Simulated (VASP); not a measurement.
The system is Ba.

```
Ba
1.0
     4.11000    0.00000    0.00000
     0.00000    4.11000    0.00000
     0.00000    0.00000    4.11000
Ba
1
Direct
  0.00000 0.00000 0.00000
```

This isn't the form of Ba at room conditions, which is bcc.

* Program: VASP 6.6.1
* Task: relaxation of cell and atoms
* Functional: PBE
* Potentials or basis: VASP PAW PBE potentials, release 64 (Ba_sv)
* Cutoff: 600 eV
* k mesh: 11 × 11 × 11
* Occupations: fermi-dirac, width 0.1 eV
* Spin: no spin polarisation

At the start: pressure -0.6 GPa; volume 69.43 Å³/atom.

Task: How do energy, volume and symmetry change on relaxing?

Result: Over 3 steps the energy falls by 13.0 meV/atom and the volume is 63.46 Å³/atom (-8.6 %); space group Pm-3m (No. 221, to 0.1 Å) before and after.

The path:
| step | energy change (eV) | largest force (eV/Å) | pressure (GPa) | volume (Å³) |
| --- | --- | --- | --- | --- |
| 1 | 0.0000 | 0.0000 | -0.59 | 69.43 |
| 2 | -0.0079 | 0.0000 | -0.40 | 66.89 |
| 3 | -0.0130 | 0.0000 | -0.07 | 63.46 |

Final structure:
```
CELL_PARAMETERS angstrom
3.98880 0.00000 0.00000
0.00000 3.98880 0.00000
0.00000 0.00000 3.98880
ATOMIC_POSITIONS crystal
Ba 0.00000 0.00000 0.00000
```
